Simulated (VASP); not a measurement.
AlN: single point with r2SCAN

The system is AlN.

```
CELL_PARAMETERS angstrom
3.04666 0.00000 0.00000
-1.52333 2.63848 0.00000
0.00000 0.00000 4.85857
ATOMIC_POSITIONS crystal
Al 0.33333 0.66667 0.99849
Al 0.66667 0.33333 0.49849
N 0.33333 0.66667 0.38151
N 0.66667 0.33333 0.88151
```

| Property | Result |
| --- | --- |
| Program | VASP 6.6.1 |
| Task | single point |
| Functional | r2SCAN |
| Potentials or basis | VASP PAW PBE potentials, release 64 (Al, N) |
| Cutoff | 520 eV |
| k mesh | 8 × 8 × 6 |
| Occupations | gaussian, width 0.01 eV |
| Spin | no spin polarisation |

* Pressure: 14.7 GPa
* Band gap on the k mesh: 5.48 eV, direct

Forces in eV/Å, atoms in the order of the input:
```
Al   0.000  0.000 -0.002
Al   0.000  0.000 -0.002
N    0.000  0.000  0.002
N    0.000  0.000  0.002
```

Levels at points of the mesh, in eV from the valence-band top:
| k point | band 4 | band 5 | band 6 | band 7 | band 8 | band 9 | band 10 | band 11 | band 12 | band 13 |
| --- | --- | --- | --- | --- | --- | --- | --- | --- | --- | --- |
| (0.00, 0.00, 0.00) | -0.99 | -0.99 | -0.30 | -0.30 | 0.00 | 5.48 | 8.05 | 12.17 | 12.43 | 12.43 |
| (0.50, 0.00, 0.00) | -4.40 | -3.58 | -2.29 | -1.89 | -0.77 | 6.60 | 6.74 | 9.59 | 11.71 | 12.05 |
| (0.00, 0.00, 0.50) | -3.50 | -0.65 | -0.65 | -0.65 | -0.65 | 7.80 | 7.80 | 11.86 | 11.86 | 12.75 |
| (0.50, 0.00, 0.50) | -5.97 | -1.62 | -1.62 | -1.47 | -1.47 | 6.21 | 6.21 | 10.52 | 10.52 | 13.72 |

Wall time 35 s on 1 thread of Intel(R) Xeon(R) 6975P-C (Granite Rapids), on a shared host, peak memory 0.16 GiB.

Caveat: the PAW data sets were made with another functional, which shifts forces and pressure a little. A k mesh can miss the band edges.
